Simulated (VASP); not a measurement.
# Si (Fmmm) in VASP: notebook

Runs on Si. Level: LDA. Tasks: single point.

Program: VASP 6.6.1. These are calculated values, not measurements. Logs are shortened: lines on timing, memory, paths and dates and some standing lists are left out, and cuts for length are marked.

**1. The cell of the first run**

The structure is orthorhombic, space group Fmmm (No. 69). Conventional cell: a = 4.869 Å, b = 5.328 Å, c = 9.104 Å, α = 90.00°, β = 90.00°, γ = 90.00°. Within 3.2 Å of Si (site symmetry m2m) lie 8 Si at 2.44 to 2.88 Å. Within 3.8 Å of Si (site symmetry mm2) lie 20 Si at 2.47 to 3.77 Å.

**2. Single point, LDA**

INCAR reads:

```
SYSTEM = Si
  PREC = Accurate
  ENCUT = 520
  EDIFF = 1E-7
  ISMEAR = 0
  SIGMA = 0.1
  LREAL = .FALSE.
  LASPH = .TRUE.
  NELM = 80
  ALGO = Normal
  ISIF = 2
  LWAVE = .FALSE.
  LCHARG = .FALSE.
  NBANDS = 26
```

KPOINTS reads:

```
Automatic mesh
0
G
  8 8 8
  0 0 0
```

POSCAR reads:

```
Si
1.0
    4.5521371177     -2.4347064048      0.0000000000
    4.5521371177      2.4347064048      0.0000000000
    0.0000000000      0.0000000000      5.3276483681
Si
8
Direct
    0.5000003151      0.4999996849      0.7705063100
    0.4999996849      0.5000003151      0.2294936900
    0.9999996849      0.0000003151      0.2705063100
    0.0000003151      0.9999996849      0.7294936900
    0.7262158274      0.7262158274      0.5000000000
    0.2262158274      0.2262158274      0.0000000000
    0.2737841726      0.2737841726      0.5000000000
    0.7737841726      0.7737841726      0.0000000000
```

Potentials or basis: VASP PAW LDA potentials, release 64 (Si).

Launch:

```bash
$ cat potpaw_LDA.64/Si/POTCAR > POTCAR
$ mpirun -np 1 vasp_std > vasp.out
```

OUTCAR:

```text
SYSTEM = Si
   PREC = Accurate
   ENCUT = 520
   EDIFF = 1E-7
   ISMEAR = 0
   LREAL = .FALSE.
   LASPH = .TRUE.
   NELM = 80
   ISIF = 2

 ion  position               nearest neighbor table
   1  0.500  0.500  0.771-   4 2.44   4 2.44   2 2.45   5 2.51   7 2.51   6 2.78   8 2.78   2 2.88

   2  0.500  0.500  0.229-   3 2.44   3 2.44   1 2.45   5 2.51   7 2.51   6 2.78   8 2.78   1 2.88

   3  1.000  0.000  0.271-   2 2.44   2 2.44   4 2.45   6 2.51   8 2.51   7 2.78   5 2.78   4 2.88
[... 7 lines left out ...]
   7  0.274  0.274  0.500-   5 2.47   5 2.47   1 2.51   2 2.51   6 2.70   6 2.70   3 2.78   4 2.78

   8  0.774  0.774  0.000-   6 2.47   6 2.47   3 2.51   4 2.51   5 2.70   5 2.70   1 2.78   2 2.78

  LATTYP: Found a base centered orthorhombic cell.
 ALAT       =     4.8694128096
 B/A-ratio  =     1.8696862623
 C/A-ratio  =     1.0941048903

  Lattice vectors:

 A1 = (  -4.5521371177,  -2.4347064048,   0.0000000000)
 A2 = (   4.5521371177,  -2.4347064048,   0.0000000000)
 A3 = (   0.0000000000,   0.0000000000,   5.3276483681)

Analysis of symmetry for initial positions (statically):
=====================================================================
 Subroutine PRICEL returns following result:

  LATTYP: Found a face centered orthorhombic cell.
 ALAT       =     4.8694066722
 B/A-ratio  =     1.0941062694
 C/A-ratio  =     1.8696886188

  Lattice vectors:

 A1 = (  -4.5521371177,  -0.0000030687,   2.6638241841)
 A2 = (  -4.5521371177,  -2.4347064048,   0.0000000000)
 A3 = (   0.0000000000,  -2.4347033361,   2.6638241841)

   2 primitive cells build up your supercell.

 Routine SETGRP: Setting up the symmetry group for a
 base centered orthorhombic supercell.

 Subroutine GETGRP returns: Found  8 space group operations
 (whereof  8 operations were pure point group operations)
 out of a pool of  8 trial point group operations.

The static configuration has the point symmetry D_2h.

Analysis of symmetry for dynamics (positions and initial velocities):
=====================================================================
 Subroutine PRICEL returns following result:

  LATTYP: Found a face centered orthorhombic cell.
 ALAT       =     4.8694066722
 B/A-ratio  =     1.0941062694
 C/A-ratio  =     1.8696886188
[... 115 lines left out ...]
   LNONCOLLINEAR =      F non collinear calculations
   LSORBIT =      F    spin-orbit coupling
   LASPH  =      T    aspherical Exc in radial PAW
   ENCUT  =  520.0 eV  38.22 Ry    6.18 a.u.   9.60  9.60  9.91*2*pi/ulx,y,z
   NELM   =     80;   NELMIN=  2; NELMDL= -5     # of ELM steps
   EDIFF  = 0.1E-06   stopping-criterion for ELM
   LREAL  =      F    real-space projection
   EDIFFG = 0.1E-05   stopping-criterion for IOM
   NSW    =      0    number of steps for IOM
   IBRION =     -1    ionic relax: 0-MD 1-quasi-New 2-CG
   NFREE  =      0    steps in history (QN), initial steepest desc. (CG)
   ISIF   =      2    stress and relaxation
   ISYM   =      2    0-nonsym 1-usesym 2-fastsym
   POTIM  = 0.5000    time-step for ionic-motion
   TEBEG  =    0.0;   TEEND  =   0.0 temperature during run
   PSTRESS=    0.0 pullay stress
   NELECT =      32.0000    total number of electrons
   NUPDOWN=      -1.0000    fix difference up-down
   EMIN   =  10.00;   EMAX   =-10.00  energy-range for DOS
   EFERMI =   0.00;   METHOD = LEGACY
   ISMEAR =     0;   SIGMA  =   0.10  broadening in eV -4-tet -1-fermi 0-gaus
   EFERMI_NEDOS =   21; number of points for ismear=-14 and -15
   IALGO  =     38    algorithm
   IMIX   =      4    mixing-type and parameters
     AMIX     =   0.40;   BMIX     =  1.00
     AMIX_MAG =   1.60;   BMIX_MAG =  1.00
  volume/ion in A,a.u.               =      14.76        99.62
  Fermi-wavevector in a.u.,A,eV,Ry     =   1.059373  2.001925 15.269433  1.122272
  Thomas-Fermi vector in A             =   2.194716
   LORBIT       =      0    0 simple, 1 ext, 2 COOP (PROOUT), +10 PAW based schemes
   GGA     = CA    functional components
   LHFCALC =     F    Hartree Fock is set to
   AEXX    =    0.0000 exact exchange contribution
   IVDW    =     0    specifies the selected vdW correction
   LEPSILON=     F    determine dielectric tensor
   LRPA    =     F    only Hartree local field effects (RPA)
 non-spin polarized calculation
 Gauss-broadening in eV      SIGMA  =   0.10
  energy-cutoff  :      520.00
  volume of cell :      118.09
 maximum number of plane-waves:      3202
 NGX is ok and might be reduce to    40
   NGX = 19   NGY = 19   NGZ = 19

 number of electron      31.9999999 magnetization

 Free energy of the ion-electron system (eV)
  ---------------------------------------------------
  ext. energy  EPLUGINS =         0.00000000
  ---------------------------------------------------
  free energy    TOTEN  =       -45.94563570 eV

  energy without entropy =      -45.93274919  energy(sigma->0) =      -45.93919245

 E-fermi :   9.5413     XC(G=0): -11.1182

 val. band max:        9.5180988809   @ k =   0.5000   0.3750   0.3750
 cond. band min:       9.5537369103   @ k =  -0.1250   0.1250   0.2500
 fundamental gap:      0.0356380294
 Fermi energy:         9.5412528375

 k-point     1 :       0.0000    0.0000    0.0000
  band No.  band energies     occupation
      1      -4.4563      2.00000
      2       0.5159      2.00000
      3       0.5233      2.00000
      4       1.9684      2.00000
      5       2.2605      2.00000
      6       2.4728      2.00000
[... 685 lines left out ...]
     25      15.3371      0.00000
     26      16.2073      0.00000

 [... further k-points ...]
[... 5 lines left out ...]
  --------------------------------------------------------------------------------------
  -------------------------------------------------------------------------------------
  Total        0.0530749      0.0765354      0.0564694     -0.0000000      0.0000000      0.0000000
  in kB        0.7200657      1.0383536      0.7661190     -0.0000000      0.0000000      0.0000000
  external PRESSURE =       0.8415128 kB  Pullay stress =       0.0000000 kB

 VOLUME and BASIS-vectors are now :
 -----------------------------------------------------------------------------
  energy-cutoff  :      520.00
  volume of cell :      118.09
      direct lattice vectors                 reciprocal lattice vectors
     4.552137118 -2.434706405  0.000000000     0.109838519 -0.205363570  0.000000000
     4.552137118  2.434706405  0.000000000     0.109838519  0.205363570  0.000000000
     0.000000000  0.000000000  5.327648368     0.000000000  0.000000000  0.187700075

 POSITION                                       TOTAL-FORCE (eV/Angst)
 -----------------------------------------------------------------------------------
      4.55214     -0.00000      4.10499         0.000000      0.000000      0.002017
      4.55214      0.00000      1.22266         0.000000     -0.000000     -0.002017
      4.55214     -2.43470      1.44116         0.000000      0.000000      0.002017
      4.55214      2.43470      3.88649         0.000000     -0.000000     -0.002017
      6.61167      0.00000      2.66382         0.000565      0.000000      0.000000
      2.05953      0.00000      0.00000         0.000565      0.000000      0.000000
      2.49261      0.00000      2.66382        -0.000565      0.000000      0.000000
      7.04474      0.00000      0.00000        -0.000565      0.000000     -0.000000
 -----------------------------------------------------------------------------------
    total drift:                                0.000000      0.000000     -0.000000

  FREE ENERGIE OF THE ION-ELECTRON SYSTEM (eV)
  ---------------------------------------------------
  free  energy   TOTEN  =       -45.9456357007 eV

  energy  without entropy=      -45.9327491911  energy(sigma->0) =      -45.93919245
```

OSZICAR:

```text
N       E                     dE             d eps       ncg     rms          rms(c)
DAV:   1     0.528884723113E+02    0.52888E+02   -0.12656E+04  5460   0.105E+03
DAV:   2    -0.416006410259E+02   -0.94489E+02   -0.87367E+02  6678   0.152E+02
DAV:   3    -0.460469296426E+02   -0.44463E+01   -0.42898E+01  7126   0.282E+01
DAV:   4    -0.461021626142E+02   -0.55233E-01   -0.55024E-01  6746   0.381E+00
DAV:   5    -0.461027884998E+02   -0.62589E-03   -0.62529E-03  6978   0.369E-01    0.887E+00
DAV:   6    -0.459981080344E+02    0.10468E+00   -0.43520E-02  6866   0.982E-01    0.516E+00
DAV:   7    -0.459466129452E+02    0.51495E-01   -0.51746E-02  6668   0.972E-01    0.395E-01
DAV:   8    -0.459458686478E+02    0.74430E-03   -0.47621E-03  6652   0.344E-01    0.260E-01
DAV:   9    -0.459456358583E+02    0.23279E-03   -0.40721E-04  6828   0.933E-02    0.944E-02
DAV:  10    -0.459456371273E+02   -0.12690E-05   -0.21655E-05  6808   0.219E-02    0.349E-02
DAV:  11    -0.459456359449E+02    0.11824E-05   -0.25500E-06  6878   0.811E-03    0.910E-03
DAV:  12    -0.459456357111E+02    0.23378E-06   -0.91159E-07  6728   0.419E-03    0.409E-03
DAV:  13    -0.459456357007E+02    0.10466E-07   -0.80495E-08  3508   0.137E-03
   1 F= -.45945636E+02 E0= -.45939192E+02  d E =-.128865E-01
```

stdout:

```text
POSCAR found type information on POSCAR Si
 POSCAR found :  1 types and       8 ions
 scaLAPACK will be used
 LDA part: xc-table for (Slater(with rela. corr.)+CA(PZ))
 , standard interpolation
 POSCAR, INCAR and KPOINTS ok, starting setup
 FFT: planning ... GRIDC
 FFT: planning ... GRID_SOFT
 FFT: planning ... GRID
 WAVECAR not read
 entering main loop
```

Run time: 6.5 min. Hardware: 1 thread of Intel Xeon 8259CL, shared host; peak memory 0.34 GiB.

Results:

| Item | Value |
| --- | --- |
| Free energy | -45.9456 eV |
| Pressure | 0.1 GPa |
| Band gap on the k mesh | zero (bands 16 and 17 overlap by 3.39 eV) |

Forces on the atoms (eV/Å):
```
Si   0.000  0.000  0.002
Si   0.000  0.000 -0.002
Si   0.000  0.000  0.002
Si   0.000  0.000 -0.002
Si   0.001  0.000  0.000
Si   0.001  0.000  0.000
Si  -0.001  0.000  0.000
Si  -0.001  0.000  0.000
```

Levels at points of the mesh, in eV from the Fermi level:
```csv
k point,band 13,band 14,band 15,band 16,band 17,band 18,band 19,band 20
"(0.00, 0.00, 0.00)",-2.47,-2.26,-2.07,-2.00,-1.98,-1.81,-1.71,1.26
"(0.50, 0.00, 0.00)",-2.13,-2.13,-0.43,-0.43,2.23,2.23,2.36,2.36
"(0.50, 0.50, 0.00)",-2.60,-1.97,-1.67,0.50,1.16,1.43,1.83,2.51
"(0.00, 0.00, 0.50)",-4.22,-4.22,-2.79,-2.79,2.77,2.77,3.36,3.36
"(0.50, 0.00, 0.50)",-1.11,-1.11,0.08,0.08,0.30,0.30,0.34,0.34
"(0.50, 0.50, 0.50)",-1.23,-1.23,-1.11,-1.11,-0.55,-0.55,2.08,2.08
```

**3. Single point, LDA**

INCAR reads:

```
SYSTEM = Si
  PREC = Accurate
  ENCUT = 520
  EDIFF = 1E-6
  ISMEAR = 0
  SIGMA = 0.15
  LREAL = .False.
  LASPH = .True.
  NELM = 60
  ALGO = Normal
  ISIF = 2
  LWAVE = .False.
  LCHARG = .True.
  GGA = CA
  LELF = .True.
  LVHAR = .True.
  NBANDS = 26
```

KPOINTS reads:

```
Automatic mesh
0
Gamma
  10 10 8
  0 0 0
```

POSCAR is that of step 2.

Potentials or basis: VASP PAW LDA potentials, release 64 (Si).

Launch:

```bash
$ cat potpaw_LDA.64/Si/POTCAR > POTCAR
$ mpirun -np 1 vasp_std > vasp.out
```

OUTCAR:

```text
SYSTEM = Si
   PREC = Accurate
   ENCUT = 520
   EDIFF = 1E-6
   ISMEAR = 0
   LREAL = .False.
   LASPH = .True.
   NELM = 60
   ISIF = 2
   GGA = CA

 ion  position               nearest neighbor table
   1  0.500  0.500  0.771-   4 2.44   4 2.44   2 2.45   5 2.51   7 2.51   6 2.78   8 2.78   2 2.88

   2  0.500  0.500  0.229-   3 2.44   3 2.44   1 2.45   5 2.51   7 2.51   6 2.78   8 2.78   1 2.88

   3  1.000  0.000  0.271-   2 2.44   2 2.44   4 2.45   6 2.51   8 2.51   7 2.78   5 2.78   4 2.88
[... 7 lines left out ...]
   7  0.274  0.274  0.500-   5 2.47   5 2.47   1 2.51   2 2.51   6 2.70   6 2.70   3 2.78   4 2.78

   8  0.774  0.774  0.000-   6 2.47   6 2.47   3 2.51   4 2.51   5 2.70   5 2.70   1 2.78   2 2.78

  LATTYP: Found a base centered orthorhombic cell.
 ALAT       =     4.8694128096
 B/A-ratio  =     1.8696862623
 C/A-ratio  =     1.0941048903

  Lattice vectors:

 A1 = (  -4.5521371177,  -2.4347064048,   0.0000000000)
 A2 = (   4.5521371177,  -2.4347064048,   0.0000000000)
 A3 = (   0.0000000000,   0.0000000000,   5.3276483681)

Analysis of symmetry for initial positions (statically):
[... 200 lines left out ...]
  energy without entropy =      -45.93754044  energy(sigma->0) =      -45.95193958

 E-fermi :   9.5506     XC(G=0): -11.1185

 val. band max:        9.5476162753   @ k =   0.4000   0.0000   0.3750
 cond. band min:       9.5523090901   @ k =   0.5000   0.4000   0.3750
 fundamental gap:      0.0046928147
 Fermi energy:         9.5505951096

 k-point     1 :       0.0000    0.0000    0.0000
  band No.  band energies     occupation
      1      -4.4567      2.00000
      2       0.5143      2.00000
      3       0.5237      2.00000
      4       1.9680      2.00000
      5       2.2613      2.00000
      6       2.4727      2.00000
[... 685 lines left out ...]
     25      13.9801      0.00000
     26      14.1567      0.00000

 [... further k-points ...]
[... 5 lines left out ...]
  --------------------------------------------------------------------------------------
  -------------------------------------------------------------------------------------
  Total        0.1563889      0.0340755     -0.1657417      0.0000000      0.0000000      0.0000000
  in kB        2.1217253      0.4623011     -2.2486136      0.0000000      0.0000000      0.0000000
  external PRESSURE =       0.1118042 kB  Pullay stress =       0.0000000 kB

 VOLUME and BASIS-vectors are now :
 -----------------------------------------------------------------------------
  energy-cutoff  :      520.00
  volume of cell :      118.09
      direct lattice vectors                 reciprocal lattice vectors
     4.552137118 -2.434706405  0.000000000     0.109838519 -0.205363570  0.000000000
     4.552137118  2.434706405  0.000000000     0.109838519  0.205363570  0.000000000
     0.000000000  0.000000000  5.327648368     0.000000000  0.000000000  0.187700075

 POSITION                                       TOTAL-FORCE (eV/Angst)
 -----------------------------------------------------------------------------------
      4.55214     -0.00000      4.10499         0.000000      0.000000      0.012390
      4.55214      0.00000      1.22266         0.000000      0.000000     -0.012390
      4.55214     -2.43470      1.44116         0.000000     -0.000000      0.012390
      4.55214      2.43470      3.88649         0.000000     -0.000000     -0.012390
      6.61167      0.00000      2.66382         0.000427     -0.000000      0.000000
      2.05953      0.00000      0.00000         0.000427     -0.000000      0.000000
      2.49261      0.00000      2.66382        -0.000427     -0.000000      0.000000
      7.04474      0.00000      0.00000        -0.000427     -0.000000      0.000000
 -----------------------------------------------------------------------------------
    total drift:                                0.000000      0.000000     -0.000000

  FREE ENERGIE OF THE ION-ELECTRON SYSTEM (eV)
  ---------------------------------------------------
  free  energy   TOTEN  =       -45.9663387218 eV

  energy  without entropy=      -45.9375404408  energy(sigma->0) =      -45.95193958
```

Run time: 8.2 min. Hardware: 1 thread of Intel Xeon 8259CL, shared host; peak memory 0.41 GiB.

What came out:

| Quantity | Value |
| --- | --- |
| Free energy | -45.9663 eV |
| Pressure | 0.0 GPa |
| Largest force | 0.012 eV/Å |
| Band gap on the k mesh | zero (bands 16 and 17 overlap by 3.23 eV) |

Forces on the atoms (eV/Å):
```
Si   0.000  0.000  0.012
Si   0.000  0.000 -0.012
Si   0.000  0.000  0.012
Si   0.000  0.000 -0.012
Si   0.000  0.000  0.000
Si   0.000  0.000  0.000
Si   0.000  0.000  0.000
Si   0.000  0.000  0.000
```

Levels at points of the mesh, in eV from the Fermi level:
| k point | band 13 | band 14 | band 15 | band 16 | band 17 | band 18 | band 19 | band 20 |
| --- | --- | --- | --- | --- | --- | --- | --- | --- |
| (0.00, 0.00, 0.00) | -2.48 | -2.27 | -2.08 | -2.01 | -1.98 | -1.82 | -1.72 | 1.25 |
| (0.50, 0.00, 0.00) | -2.14 | -2.14 | -0.44 | -0.44 | 2.22 | 2.22 | 2.35 | 2.35 |
| (0.50, 0.50, 0.00) | -2.61 | -1.98 | -1.68 | 0.49 | 1.15 | 1.42 | 1.82 | 2.50 |
| (0.00, 0.00, 0.50) | -4.24 | -4.24 | -2.80 | -2.80 | 2.76 | 2.76 | 3.35 | 3.35 |
| (0.50, 0.00, 0.50) | -1.12 | -1.12 | 0.07 | 0.07 | 0.29 | 0.29 | 0.33 | 0.33 |
| (0.50, 0.50, 0.50) | -1.24 | -1.24 | -1.12 | -1.12 | -0.56 | -0.56 | 2.07 | 2.07 |

**4. Single point, LDA**

INCAR reads:

```
SYSTEM = Si
PREC = Accurate ; ENCUT = 520
EDIFF = 1E-6 ; ISMEAR = 0
SIGMA = 0.15 ; LREAL = .FALSE.
LASPH = .TRUE. ; NELM = 100
ALGO = Normal ; ISIF = 2
LWAVE = .FALSE. ; LCHARG = .TRUE.
LELF = .TRUE. ; LVHAR = .TRUE.
NBANDS = 26
```

KPOINTS reads:

```
regular mesh
0
G
  8 8 6
  0 0 0
```

POSCAR reads:

```
Si
1.0
    4.5521371075     -2.4347064069      0.0000000000
    4.5521371075      2.4347064069      0.0000000000
    0.0000000000      0.0000000000      5.3276483616
Si
8
Direct
    0.5000003150      0.4999996850      0.7705063100
    0.4999996850      0.5000003150      0.2294936900
    0.9999996850      0.0000003150      0.2705063100
    0.0000003150      0.9999996850      0.7294936900
    0.7262158281      0.7262158281      0.5000000000
    0.2262158281      0.2262158281      0.0000000000
    0.2737841719      0.2737841719      0.5000000000
    0.7737841719      0.7737841719      0.0000000000
```

Launch:

```bash
$ cat potpaw_LDA.64/Si/POTCAR > POTCAR
$ mpirun -np 1 vasp_std > vasp.out
```

Run time: 2.6 min. Hardware: 1 thread of Intel Xeon Platinum 8559C (Emerald Rapids), shared host; peak memory 0.3 GiB.

The run converged. Its results:

- Free energy: -45.9432 eV
- Pressure: 0.1 GPa
- Largest force: 0.058 eV/Å
- Band gap on the k mesh: zero (bands 16 and 17 overlap by 3.39 eV)

Forces on the atoms (eV/Å):
```
Si   0.000  0.000  0.058
Si   0.000  0.000 -0.058
Si   0.000  0.000  0.058
Si   0.000  0.000 -0.058
Si   0.031  0.000  0.000
Si   0.031  0.000  0.000
Si  -0.031  0.000  0.000
Si  -0.031  0.000  0.000
```

Stress tensor (GPa, compression positive):
```
 0.74  0.00  0.00
 0.00  0.25  0.00
 0.00  0.00 -0.72
```

Levels at points of the mesh, in eV from the Fermi level:
| k point | band 13 | band 14 | band 15 | band 16 | band 17 | band 18 | band 19 | band 20 |
| --- | --- | --- | --- | --- | --- | --- | --- | --- |
| (0.00, 0.00, 0.00) | -2.47 | -2.26 | -2.06 | -2.01 | -1.98 | -1.81 | -1.71 | 1.26 |
| (0.50, 0.00, 0.00) | -2.13 | -2.13 | -0.43 | -0.43 | 2.23 | 2.23 | 2.36 | 2.36 |
| (0.50, 0.50, 0.00) | -2.60 | -1.97 | -1.67 | 0.50 | 1.16 | 1.43 | 1.83 | 2.51 |
| (0.00, 0.00, 0.50) | -4.22 | -4.22 | -2.79 | -2.79 | 2.78 | 2.78 | 3.36 | 3.36 |
| (0.50, 0.00, 0.50) | -1.11 | -1.11 | 0.08 | 0.08 | 0.30 | 0.30 | 0.34 | 0.34 |
| (0.50, 0.50, 0.50) | -1.23 | -1.23 | -1.10 | -1.10 | -0.54 | -0.54 | 2.08 | 2.08 |

(Part 1 of 2 ends here.)

The gap in the log of VASP goes by the Fermi energy; the results here count the filled bands.